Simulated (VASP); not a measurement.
A run of VASP 6.6.1:

The input POSCAR:

```
CsH
1.0
    2.8251488462      2.8251488462      0.0000000000
   -2.8251488462      2.8251488462      0.0000000000
    0.0000000000      2.8251488462      2.8251488462
Cs H
1 1
Direct
    0.0000000000      0.0000000000      0.0000000000
    0.5000000000      0.5000000000      0.0000000000
```

INCAR.step1

```
SYSTEM = CsH
  PREC = Accurate
  ENCUT = 520
  ISMEAR = 0
  SIGMA = 0.01
  LREAL = .False.
  LASPH = .True.
  NELM = 80
  NBANDS = 12
  GGA = PE
  ALGO = Normal
  EDIFF = 1E-4
  LWAVE = .True.
  LCHARG = .False.
```

INCAR.step2

```
SYSTEM = CsH
  PREC = Accurate
  ENCUT = 520
  EDIFF = 1E-7
  ISMEAR = 0
  SIGMA = 0.01
  LREAL = .False.
  LASPH = .True.
  NELM = 80
  ALGO = Normal
  ISIF = 2
  LWAVE = .False.
  LCHARG = .False.
  METAGGA = R2SCAN
  LMIXTAU = .True.
  NBANDS = 12
  ISTART = 1
```

Contents of KPOINTS:

```
Automatic mesh
0
Gamma
  6 6 6
  0 0 0
```

Potentials or basis: VASP PAW PBE potentials, release 64 (Cs_sv, H).

Command:

```bash
$ cat potpaw_PBE.64/Cs_sv/POTCAR potpaw_PBE.64/H/POTCAR > POTCAR
$ cp INCAR.step1 INCAR
$ mpirun -np 1 vasp_std > vasp.out
$ cp INCAR.step2 INCAR
$ mpirun -np 1 vasp_std > vasp.out
```

Hardware: 1 thread of Intel(R) Xeon(R) Platinum 8488C (Sapphire Rapids) (shared host).

Q: How long does it take, and how much memory?

A: Wall time 31 s on 1 thread of Intel(R) Xeon(R) Platinum 8488C (Sapphire Rapids), on a shared host, peak memory 0.17 GiB. Counts: k points 16.
